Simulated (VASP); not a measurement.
Set up this calculation in VASP 6.6.1, as the native input.

* Task: single point
* Functional: PBE
* Potentials or basis: VASP PAW PBE potentials, release 64 (Cd, Se)
* Cutoff: 520 eV
* k mesh: 10 × 10 × 10
* Occupations: gaussian, width 0.05 eV
* Spin: no spin polarisation
* Dipole correction: no
* Further INCAR settings: ALGO = Normal; EDIFF = 1e-07; NBANDS = 16

The structure of CdSe lies in POSCAR:

```
CdSe
1.0
    0.0000000000      3.0164989809      3.0164989809
    3.0164989809      0.0000000000      3.0164989809
    3.1848196240      3.1848196240     -0.1683206431
Cd Se
1 1
Direct
    0.0000000000      0.0000000000      0.0000000000
    0.7500000000      0.7500000000      0.7500000000
```

These files were run (other wordings do the same):

INCAR

```
SYSTEM = CdSe
ALGO     = Normal         ! electronic algorithm
EDIFF    = 1E-7           ! SCF threshold, eV
ENCUT    = 520            ! plane-wave cutoff, eV
GGA      = PE             ! functional
ISIF     = 2              ! what is computed and relaxed
ISMEAR   = 0              ! smearing method
LASPH    = .True.         ! aspherical terms in the spheres
LCHARG   = .True.         ! write CHGCAR
LELF     = .True.         ! ELF
LREAL    = .False.        ! projectors in reciprocal space
LVHAR    = .True.       
LWAVE    = .False.        ! write WAVECAR
NBANDS   = 16             ! bands
NELM     = 100            ! most SCF steps
PREC     = Accurate       ! precision mode
SIGMA    = 0.05           ! smearing width, eV
```

KPOINTS

```
k-points
0
Gamma
  10 10 10
  0 0 0
```

Potentials or basis: VASP PAW PBE potentials, release 64 (Cd, Se).

Launch:

```console
$ cat potpaw_PBE.64/Cd/POTCAR potpaw_PBE.64/Se/POTCAR > POTCAR
$ mpirun -np 1 vasp_std > vasp.out
```

It gave:

| Quantity | Value |
| --- | --- |
| Pressure | 0.7 GPa |
| Largest force | 0.347 eV/Å |
| Band gap on the k mesh | 0.45 eV, direct |

Wall time 40 s on 1 thread of Intel(R) Xeon(R) 6975P-C (Granite Rapids), with other jobs on the host, peak memory 0.26 GiB.
